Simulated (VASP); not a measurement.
Here is a VASP 6.6.1 calculation.

INCAR

```
SYSTEM = Hf5S3
PREC = Accurate
ENCUT = 520
EDIFF = 1E-6
ISMEAR = 0
SIGMA = 0.2
LREAL = Auto
LASPH = .TRUE.
NELM = 60
ALGO = Normal
ISIF = 2
LWAVE = .FALSE.
LCHARG = .TRUE.
GGA = PE
LELF = .TRUE.
LVHAR = .TRUE.
NBANDS = 82
```

File KPOINTS:

```
Automatic mesh
0
G
  3 3 3
  0 0 0
```

Contents of POSCAR:

```
Hf5S3
1.0
   -3.3514078384      3.3514078384      6.2191697604
    3.3514078384     -3.3514078384      6.2191697604
    3.3514078384      3.3514078384     -6.2191697604
Hf S
10 6
Direct
    0.0000000000      0.0000000000      0.0000000000
    0.5000000000      0.5000000000      0.0000000000
    0.9951581498      0.8079425101      0.5000000000
    0.3079425101      0.4951581498      0.5000000000
    0.8079425101      0.3079425101      0.8127843603
    0.5048418502      0.0048418502      0.8127843603
    0.0048418502      0.1920574899      0.5000000000
    0.4951581498      0.9951581498      0.1872156397
    0.6920574899      0.5048418502      0.5000000000
    0.1920574899      0.6920574899      0.1872156397
    0.3492151532      0.1507848468      0.5000000000
    0.6507848468      0.8492151532      0.5000000000
    0.8492151532      0.3492151532      0.1984303064
    0.1507848468      0.6507848468      0.8015696936
    0.7500000000      0.7500000000      0.0000000000
    0.2500000000      0.2500000000      0.0000000000
```

Potentials or basis: VASP PAW PBE potentials, release 64 (Hf_pv, S).

Command:

```sh
$ cat potpaw_PBE.64/Hf_pv/POTCAR potpaw_PBE.64/S/POTCAR > POTCAR
$ mpirun -np 1 vasp_std > vasp.out
```

(1) What does it give for the pressure?

(2) Estimate the band gap on the k mesh.

(3) What does it give for the largest force?

## Answers

(1) -0.8 GPa.

(2) zero (bands 68 and 69 overlap by 0.27 eV).

(3) 0.032 eV/Å.

Caveat: spin-orbit coupling is left out, which moves the levels of the heavy elements.
